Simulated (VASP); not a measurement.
# BiB2As (P-4m2) in VASP: notebook

Aim: see how the results for BiB2As move with the level of theory and the settings. Levels: PBE, r2SCAN, HSE06. Tasks: single point.

All numbers are computed with VASP 6.6.1; they aren't measurements. Logs are shortened: lines on timing, memory, paths and dates and some standing lists are left out, and cuts for length are marked.

## (1) The cell of the first run

The structure is tetragonal, space group P-4m2 (No. 115). Conventional cell: a = 3.614 Å, b = 3.614 Å, c = 5.173 Å, α = 90.00°, β = 90.00°, γ = 90.00°. As (site symmetry -4m2) has 4 B at 2.13 Å within 2.8 Å. Within 2.8 Å of B (site symmetry 2mm) lie 2 As at 2.13 Å and 2 Bi at 2.32 Å. Within 3.1 Å of Bi (site symmetry -4m2) lie 4 B at 2.32 Å.

## (2) Single point, PBE

File INCAR:

```
SYSTEM = BiB2As
PREC     = Accurate       ! precision mode
ENCUT    = 500            ! plane-wave cutoff, eV
EDIFF    = 1E-6           ! SCF threshold, eV
ISMEAR   = 0              ! smearing method
SIGMA    = 0.01           ! smearing width, eV
LREAL    = .False.        ! projectors in reciprocal space
LASPH    = .True.         ! aspherical terms in the spheres
NELM     = 120            ! most SCF steps
ALGO     = Normal         ! electronic algorithm
ISIF     = 2              ! what is computed and relaxed
LWAVE    = .False.        ! write WAVECAR
LCHARG   = .False.        ! write CHGCAR
GGA      = PE             ! functional
NBANDS   = 21             ! bands
GGA_COMPAT= .False.
```

File KPOINTS:

```
regular mesh
0
Gamma
  4 4 4
  0 0 0
```

File POSCAR:

```
BiB2As
1.0
    3.6143511492      0.0000000000      0.0000000000
    0.0000000000      3.6143511492      0.0000000000
    0.0000000000      0.0000000000      5.1733838360
As B Bi
1 2 1
Direct
    0.0000000000      0.0000000000      0.0000000000
    0.0000000000      0.5000000000      0.7807602850
    0.5000000000      0.0000000000      0.2192397150
    0.5000000000      0.5000000000      0.5000000000
```

Potentials or basis: VASP PAW PBE potentials, release 64 (As, B, Bi_d).

Launch:

```bash
> cat potpaw_PBE.64/As/POTCAR potpaw_PBE.64/B/POTCAR potpaw_PBE.64/Bi_d/POTCAR > POTCAR
> mpirun -np 1 vasp_std > vasp.out
```

OUTCAR:

```text
SYSTEM = BiB2As
   PREC = Accurate
   ENCUT = 500
   EDIFF = 1E-6
   ISMEAR = 0
   LREAL = .False.
   LASPH = .True.
   NELM = 120
   ISIF = 2
   GGA = PE

 ion  position               nearest neighbor table
   1  0.000  0.000  0.000-   2 2.13   3 2.13   2 2.13   3 2.13
   2  0.000  0.500  0.781-   1 2.13   1 2.13   4 2.32   4 2.32
   3  0.500  0.000  0.219-   1 2.13   1 2.13   4 2.32   4 2.32
   4  0.500  0.500  0.500-   2 2.32   3 2.32   3 2.32   2 2.32

  LATTYP: Found a simple tetragonal cell.
 ALAT       =     3.6143511492
 C/A-ratio  =     1.4313451080

  Lattice vectors:

 A1 = (   3.6143511492,   0.0000000000,   0.0000000000)
 A2 = (   0.0000000000,   3.6143511492,   0.0000000000)
 A3 = (   0.0000000000,   0.0000000000,   5.1733838360)

Analysis of symmetry for initial positions (statically):
=====================================================================
 Subroutine PRICEL returns:
 Original cell was already a primitive cell.

 Routine SETGRP: Setting up the symmetry group for a
 simple tetragonal supercell.

 Subroutine GETGRP returns: Found  8 space group operations
 (whereof  8 operations were pure point group operations)
 out of a pool of 16 trial point group operations.

The static configuration has the point symmetry D_2d.

Analysis of symmetry for dynamics (positions and initial velocities):
=====================================================================
 Subroutine PRICEL returns:
 Original cell was already a primitive cell.

 Routine SETGRP: Setting up the symmetry group for a
 simple tetragonal supercell.

 Subroutine GETGRP returns: Found  8 space group operations
 (whereof  8 operations were pure point group operations)
 out of a pool of 16 trial point group operations.

The dynamic configuration has the point symmetry D_2d.

 Subroutine INISYM returns: Found  8 space group operations
 (whereof  8 operations are pure point group operations),
 and found     1 'primitive' translations

----------------------------------------------------------------------------------------

                                     Primitive cell

  volume of cell :      67.5827

  direct lattice vectors                    reciprocal lattice vectors
     3.614351149  0.000000000  0.000000000     0.276674833  0.000000000  0.000000000
     0.000000000  3.614351149  0.000000000     0.000000000  0.276674833  0.000000000
     0.000000000  0.000000000  5.173383836     0.000000000  0.000000000  0.193297082

  length of vectors
     3.614351149  3.614351149  5.173383836     0.276674833  0.276674833  0.193297082

  position of ions in fractional coordinates (direct lattice)
     0.000000000  0.000000000  0.000000000
     0.000000000  0.500000000  0.780760285
     0.500000000  0.000000000  0.219239715
     0.500000000  0.500000000  0.500000000

  ion indices of the primitive-cell ions
   primitive index   ion index
                 1           1
                 2           2
                 3           3
                 4           4

----------------------------------------------------------------------------------------

 KPOINTS: regular mesh

Automatic generation of k-mesh.
 Grid dimensions read from file:
 generate k-points for:    4    4    4

 Generating k-lattice:

  Cartesian coordinates                     Fractional coordinates (reciprocal lattice)
     0.069168708  0.000000000  0.000000000     0.250000000  0.000000000  0.000000000
     0.000000000  0.069168708  0.000000000     0.000000000  0.250000000  0.000000000
     0.000000000  0.000000000  0.048324271     0.000000000  0.000000000  0.250000000

  Length of vectors
     0.069168708  0.069168708  0.048324271

  Shift w.r.t. Gamma in fractional coordinates (k-lattice)
     0.000000000  0.000000000  0.000000000

 Subroutine IBZKPT returns following result:
 ===========================================

 Found     18 irreducible k-points:

 Following reciprocal coordinates:
            Coordinates               Weight
  0.000000  0.000000  0.000000      1.000000
  0.250000  0.000000  0.000000      4.000000
  0.500000  0.000000  0.000000      2.000000
  0.250000  0.250000  0.000000      4.000000
  0.500000  0.250000  0.000000      4.000000
  0.500000  0.500000  0.000000      1.000000
[... 10 lines left out ...]
  0.500000  0.250000  0.500000      4.000000
  0.500000  0.500000  0.500000      1.000000
   k-points           NKPTS =     18   k-points in BZ     NKDIM =     18   number of bands    NBANDS=     21
   number of dos      NEDOS =    301   number of ions     NIONS =      4
   total plane-waves  NPLWV =  31360
   dimension x,y,z NGX =    28 NGY =   28 NGZ =   40
   dimension x,y,z NGXF=    56 NGYF=   56 NGZF=   80
   ions per type =               1   2   1
   NGX,Y,Z   is equivalent  to a cutoff of  12.88, 12.88, 12.85 a.u.
   NGXF,Y,Z  is equivalent  to a cutoff of  25.76, 25.76, 25.71 a.u.
 SYSTEM =  BiB2As
   PREC   = accura    normal or accurate (medium, high low for compatibility)
[... 85 lines left out ...]
     20      14.6654      0.00000
     21      15.4485      0.00000

 k-point     3 :       0.5000    0.0000    0.0000
  band No.  band energies     occupation
      1     -15.9884      2.00000
      2     -15.9726      2.00000
      3     -15.9162      2.00000
      4     -15.9017      2.00000
      5     -15.8457      2.00000
      6      -5.8340      2.00000
[... 13 lines left out ...]
     20      13.1024      0.00000
     21      14.0006      0.00000

 k-point     4 :       0.2500    0.2500    0.0000
  band No.  band energies     occupation
      1     -15.9714      2.00000
      2     -15.9438      2.00000
      3     -15.9358      2.00000
      4     -15.9040      2.00000
      5     -15.8697      2.00000
      6      -6.6708      2.00000
[... 13 lines left out ...]
     20      13.4076      0.00000
     21      14.2205      0.00000

 k-point     5 :       0.5000    0.2500    0.0000
  band No.  band energies     occupation
      1     -15.9692      2.00000
      2     -15.9467      2.00000
      3     -15.9229      2.00000
      4     -15.9162      2.00000
      5     -15.8441      2.00000
      6      -5.3520      2.00000
[... 13 lines left out ...]
     20      15.0921      0.00000
     21      15.5253      0.00000

 k-point     6 :       0.5000    0.5000    0.0000
  band No.  band energies     occupation
      1     -15.9657      2.00000
      2     -15.9657      2.00000
      3     -15.9439      2.00000
      4     -15.8577      2.00000
      5     -15.8397      2.00000
      6      -4.6239      2.00000
[... 13 lines left out ...]
     20      16.5941      0.00000
     21      16.7154      0.00000

 k-point     7 :       0.0000    0.0000    0.2500
  band No.  band energies     occupation
      1     -16.0629      2.00000
      2     -15.9210      2.00000
      3     -15.9210      2.00000
      4     -15.9015      2.00000
      5     -15.8679      2.00000
      6      -7.5669      2.00000
[... 13 lines left out ...]
     20      15.0051      0.00000
     21      15.5357      0.00000
[... 147 lines left out ...]
      1     -16.0205      2.00000
      2     -15.9480      2.00000
      3     -15.9191      2.00000
      4     -15.8848      2.00000
      5     -15.8774      2.00000
      6      -6.3072      2.00000
[... 13 lines left out ...]
     20      12.8400      0.00000
     21      13.9753      0.00000

 k-point    15 :       0.5000    0.0000    0.5000
  band No.  band energies     occupation
      1     -15.9882      2.00000
      2     -15.9755      2.00000
      3     -15.9167      2.00000
      4     -15.9016      2.00000
      5     -15.8432      2.00000
      6      -5.6117      2.00000
[... 13 lines left out ...]
     20      13.7645      0.00000
     21      14.5388      0.00000

 k-point    16 :       0.2500    0.2500    0.5000
  band No.  band energies     occupation
      1     -15.9720      2.00000
      2     -15.9450      2.00000
      3     -15.9370      2.00000
      4     -15.9037      2.00000
      5     -15.8670      2.00000
      6      -5.8490      2.00000
[... 13 lines left out ...]
     20      12.6016      0.00000
     21      14.2986      0.00000

 k-point    17 :       0.5000    0.2500    0.5000
  band No.  band energies     occupation
      1     -15.9714      2.00000
      2     -15.9475      2.00000
      3     -15.9224      2.00000
      4     -15.9162      2.00000
      5     -15.8417      2.00000
      6      -5.1874      2.00000
[... 13 lines left out ...]
     20      14.1800      0.00000
     21      15.7321      0.00000

 k-point    18 :       0.5000    0.5000    0.5000
  band No.  band energies     occupation
      1     -15.9673      2.00000
      2     -15.9673      2.00000
      3     -15.9431      2.00000
      4     -15.8577      2.00000
      5     -15.8373      2.00000
      6      -4.5857      2.00000
[... 13 lines left out ...]
     20      12.8383      0.00000
     21      13.6646      0.00000

------------------------ aborting loop because EDIFF is reached ----------------------------------------

  FORCE on cell =-STRESS in cart. coord.  units (eV):
  Direction    XX          YY          ZZ          XY          YZ          ZX
  --------------------------------------------------------------------------------------
  -------------------------------------------------------------------------------------
  Total        0.8995428      0.8995428      0.3702730      0.0000000      0.0000000      0.0000000
  in kB       21.3253914     21.3253914      8.7780342      0.0000000      0.0000000      0.0000000
  external PRESSURE =      17.1429390 kB  Pullay stress =       0.0000000 kB

 VOLUME and BASIS-vectors are now :
 -----------------------------------------------------------------------------
  energy-cutoff  :      500.00
  volume of cell :       67.58
      direct lattice vectors                 reciprocal lattice vectors
     3.614351149  0.000000000  0.000000000     0.276674833  0.000000000  0.000000000
     0.000000000  3.614351149  0.000000000     0.000000000  0.276674833  0.000000000
     0.000000000  0.000000000  5.173383836     0.000000000  0.000000000  0.193297082

 POSITION                                       TOTAL-FORCE (eV/Angst)
 -----------------------------------------------------------------------------------
      0.00000      0.00000      0.00000        -0.000000      0.000000      0.000000
      0.00000      1.80718      4.03917         0.000000      0.000000      0.047287
      1.80718      0.00000      1.13421         0.000000      0.000000     -0.047287
      1.80718      1.80718      2.58669         0.000000     -0.000000      0.000000
 -----------------------------------------------------------------------------------
    total drift:                                0.000000      0.000000      0.000000

  FREE ENERGIE OF THE ION-ELECTRON SYSTEM (eV)
  ---------------------------------------------------
  free  energy   TOTEN  =       -19.8390054027 eV

  energy  without entropy=      -19.8390054027  energy(sigma->0) =      -19.83900540
```

Run time: 34 s. Hardware: 1 thread of Intel Xeon 8259CL, shared host; peak memory 0.19 GiB.

What came out:

```
Free energy            : -19.8390 eV
Pressure               : 1.7 GPa
Largest force          : 0.047 eV/Å
Band gap on the k mesh : 0.34 eV (least direct gap 0.79 eV)
```

Forces in eV/Å, atoms in the order of the input:
```
As   0.000  0.000  0.000
B    0.000  0.000  0.047
B    0.000  0.000 -0.047
Bi   0.000  0.000  0.000
```

Caveat: the k points lie up to 0.43 Å⁻¹ apart; spin-orbit coupling is left out, which moves the levels of the heavy elements.

## (3) Single point, r2SCAN

POSCAR is that of step 2.

File INCAR.step1:

```
  PREC = Accurate
  ENCUT = 550
  ISMEAR = 0
  SIGMA = 0.01
  LREAL = F
  LASPH = T
  NELM = 120
  NBANDS = 21
  GGA = PE
  ALGO = Normal
  EDIFF = 1E-5
  LWAVE = T
  LCHARG = F
  GGA_COMPAT = F
```

File INCAR.step2:

```
  PREC = Accurate
  ENCUT = 550
  EDIFF = 1E-6
  ISMEAR = 0
  SIGMA = 0.01
  LREAL = F
  LASPH = T
  NELM = 120
  ALGO = Normal
  ISIF = 2
  LWAVE = F
  LCHARG = F
  METAGGA = R2SCAN
  LMIXTAU = T
  NBANDS = 21
  ISTART = 1
  GGA_COMPAT = F
```

File KPOINTS:

```
Automatic mesh
0
Gamma
  4 4 4
```

Potentials or basis: VASP PAW PBE potentials, release 64 (As, B, Bi_d).

Launch:

```bash
> cat potpaw_PBE.64/As/POTCAR potpaw_PBE.64/B/POTCAR potpaw_PBE.64/Bi_d/POTCAR > POTCAR
> cp INCAR.step1 INCAR
> mpirun -np 1 vasp_std > vasp.out
> cp INCAR.step2 INCAR
> mpirun -np 1 vasp_std > vasp.out
```

Wall time 1.9 min (1 thread of Intel Xeon 8259CL, shared host); peak memory 0.2 GiB.

It converged, with:

```
Free energy            : -85.9663 eV
Pressure               : -0.1 GPa
Largest force          : 0.020 eV/Å
Band gap on the k mesh : 0.49 eV (least direct gap 0.87 eV)
```

Forces in eV/Å, atoms in the order of the input:
```
As   0.000  0.000  0.000
B    0.000  0.000  0.020
B    0.000  0.000 -0.020
Bi   0.000  0.000  0.000
```

Stress tensor (GPa, compression positive):
```
 0.31  0.00  0.00
 0.00  0.31  0.00
 0.00  0.00 -0.87
```

Levels at points of the mesh, in eV from the valence-band top:
| k point | band 10 | band 11 | band 12 | band 13 | band 14 | band 15 | band 16 | band 17 |
| --- | --- | --- | --- | --- | --- | --- | --- | --- |
| (0.00, 0.00, 0.00) | -4.47 | -0.43 | 0.00 | 0.00 | 0.87 | 1.03 | 2.14 | 2.98 |
| (0.50, 0.00, 0.00) | -5.14 | -5.12 | -3.18 | -1.23 | 1.85 | 3.70 | 5.02 | 5.09 |
| (0.50, 0.50, 0.00) | -4.80 | -4.23 | -4.23 | -3.60 | 0.49 | 1.04 | 1.04 | 1.72 |
| (0.00, 0.00, 0.50) | -3.78 | -3.78 | -1.95 | -1.95 | 0.70 | 1.38 | 3.68 | 3.90 |
| (0.50, 0.00, 0.50) | -3.15 | -2.25 | -1.95 | -1.00 | 1.08 | 1.38 | 3.60 | 4.51 |
| (0.50, 0.50, 0.50) | -5.45 | -5.45 | -5.29 | -4.95 | 4.42 | 4.71 | 4.71 | 4.81 |

Caveat: the k points lie up to 0.43 Å⁻¹ apart; the PAW data sets were made with another functional, which shifts forces and pressure a little; spin-orbit coupling is left out, which moves the levels of the heavy elements.

## (4) Single point, HSE06

POSCAR is that of step 3.

File INCAR.step1:

```
  PREC = Accurate
  ENCUT = 420
  EDIFF = 1E-5
  ISMEAR = 0
  SIGMA = 0.01
  LREAL = False
  LASPH = True
  NELM = 120
  ALGO = Normal
  ISIF = 2
  LWAVE = True
  LCHARG = False
  NBANDS = 21
  GGA = PE
  GGA_COMPAT = False
```

File INCAR.step2:

```
  PREC = Accurate
  ENCUT = 420
  EDIFF = 1E-6
  ISMEAR = 0
  SIGMA = 0.01
  LREAL = False
  LASPH = True
  NELM = 120
  ALGO = Normal
  ISIF = 2
  LWAVE = False
  LCHARG = False
  GGA = PE
  LHFCALC = True
  HFSCREEN = 0.2079
  PRECFOCK = Normal
  NBANDS = 21
  ISTART = 1
  GGA_COMPAT = False
```

KPOINTS is that of step 3.

Launch:

```bash
> cat potpaw_PBE.64/As/POTCAR potpaw_PBE.64/B/POTCAR potpaw_PBE.64/Bi_d/POTCAR > POTCAR
> cp INCAR.step1 INCAR
> mpirun -np 1 vasp_std > vasp.out
> cp INCAR.step2 INCAR
> mpirun -np 1 vasp_std > vasp.out
```

Run time: 31 min. Hardware: 1 thread of Intel Xeon 8259CL, shared host; peak memory 0.29 GiB.

Results (log left out):

- Free energy: -23.1115 eV
- Pressure: -1.8 GPa
- Largest force: 0.054 eV/Å
- Band gap on the k mesh: 0.90 eV (least direct gap 1.33 eV)

Forces on the atoms (eV/Å):
```
As   0.000  0.000  0.000
B    0.000  0.000 -0.054
B    0.000  0.000  0.054
Bi   0.000  0.000  0.000
```

Stress tensor (GPa, compression positive):
```
-1.39  0.00  0.00
 0.00 -1.39  0.00
 0.00  0.00 -2.67
```

Levels at points of the mesh, in eV from the valence-band top:
| k point | band 9 | band 10 | band 11 | band 12 | band 13 | band 14 | band 15 | band 16 | band 17 | band 18 |
| --- | --- | --- | --- | --- | --- | --- | --- | --- | --- | --- |
| (0.00, 0.00, 0.00) | -4.64 | -4.64 | -0.40 | 0.00 | 0.00 | 1.33 | 1.47 | 2.77 | 3.56 | 3.56 |
| (0.50, 0.00, 0.00) | -7.30 | -5.31 | -5.31 | -3.28 | -1.25 | 2.40 | 4.25 | 5.53 | 5.74 | 5.85 |
| (0.50, 0.50, 0.00) | -9.40 | -4.98 | -4.36 | -4.36 | -3.70 | 0.90 | 1.43 | 1.43 | 2.10 | 10.21 |
| (0.00, 0.00, 0.50) | -4.85 | -3.91 | -3.91 | -1.99 | -1.99 | 1.20 | 1.82 | 4.15 | 4.46 | 7.04 |
| (0.50, 0.00, 0.50) | -9.10 | -3.25 | -2.30 | -1.97 | -1.01 | 1.59 | 1.91 | 4.17 | 5.08 | 5.14 |
| (0.50, 0.50, 0.50) | -9.00 | -5.66 | -5.66 | -5.50 | -5.13 | 5.07 | 5.16 | 5.16 | 5.42 | 6.40 |

Caveat: the k points lie up to 0.43 Å⁻¹ apart; the PAW data sets were made with another functional, which shifts forces and pressure a little; spin-orbit coupling is left out, which moves the levels of the heavy elements.

## (5) Summary

| level | cutoff (eV) | grid for exact exchange (PRECFOCK) | share of exact exchange | screening parameter | gap on the mesh (eV) | pressure (GPa) | largest force (eV/Å) |
| --- | --- | --- | --- | --- | --- | --- | --- |
| PBE | 500 | - | - | - | 0.34 | 1.7 | 0.05 |
| r2SCAN | 550 | - | - | - | 0.49 | -0.1 | 0.02 |
| HSE06 | 420 | Normal | 0.25 | 0.2079 1/Å | 0.90 | -1.8 | 0.05 |

Alike in all rows: task single point; potentials or basis VASP PAW PBE potentials, release 64 (As, B, Bi_d); no spin polarisation; cell as given; k mesh 4 × 4 × 4; smearing gaussian 0.01 eV.

Caveats: all runs use coarse meshes; spin-orbit coupling is left out, which moves the levels of the heavy elements; the PAW data sets were made with another functional, which shifts forces and pressure a little (at least some runs).

Absolute energies hang on the potentials; compare differences alone.
